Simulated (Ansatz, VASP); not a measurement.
## BN: VASP beside Ansatz

```
CELL_PARAMETERS angstrom
0.00000 1.81203 1.81203
1.81203 0.00000 1.81203
1.81203 1.81203 0.00000
ATOMIC_POSITIONS crystal
B 0.00000 0.00000 0.00000
N 0.25000 0.25000 0.25000
```

Alike in both runs: functional PBE; k mesh 12 × 12 × 12; occupations gaussian, width 0.02 eV; no spin polarisation.

Ansatz relaxed the structure, and its values are those at the end. VASP's run is a single point on that final structure, the one shown.

|  | VASP | Ansatz |
| --- | --- | --- |
| version | VASP 6.6.1 | Ansatz 0.2.0 |
| potentials or method | VASP PAW PBE potentials, release 64 (B, N), cutoff 600 eV | scalar-relativistic, plane waves, PAW |
| valence electrons in the cell | 8 | 8 |

```csv
,VASP,Ansatz,Ansatz less VASP
gap on the k mesh at the Fermi level (eV),4.45,4.46,+0.007
least direct gap on the mesh (eV),8.78,8.79,+0.005
pressure (GPa),0.2,0.0,-0.16
```
